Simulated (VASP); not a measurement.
GaSb, 2 atoms in the cell. It takes space group Immm (No. 71, orthorhombic). Conventional cell: a = 3.210 Å, b = 5.050 Å, c = 5.611 Å, α = 90.00°, β = 90.00°, γ = 90.00°. Ga (site symmetry mmm) has 6 Sb at 2.81 to 2.99 Å and 2 Ga at 3.21 Å within 3.7 Å. Within 3.7 Å of Sb (site symmetry mmm) lie 6 Ga at 2.81 to 2.99 Å and 2 Sb at 3.21 Å. 

```yaml
Program: VASP 6.6.1
Task: single point
Functional: PBE
Potentials_or_basis: VASP PAW PBE potentials, release 64 (Ga_d, Sb)
Cutoff: 520 eV
k_mesh: 18 × 18 × 18
Occupations: gaussian, width 0.15 eV
Spin: no spin polarisation
Dipole_correction: no
Further_INCAR_settings: ALGO = Normal; EDIFF = 1e-06; NBANDS = 16
```

Potentials or basis: VASP PAW PBE potentials, release 64 (Ga_d, Sb).

Run with:

```console
$ cat potpaw_PBE.64/Ga_d/POTCAR potpaw_PBE.64/Sb/POTCAR > POTCAR
$ mpirun -np 1 vasp_std > vasp.out
```

Hardware: 1 thread of Intel(R) Xeon(R) Platinum 8488C (Sapphire Rapids), on a shared host.

Q: How long does it take, and how much memory?

A: It took 4 min on 1 thread of Intel(R) Xeon(R) Platinum 8488C (Sapphire Rapids), on a shared host, peak memory 0.72 GiB. Counts: scf iterations 11, k points 865.
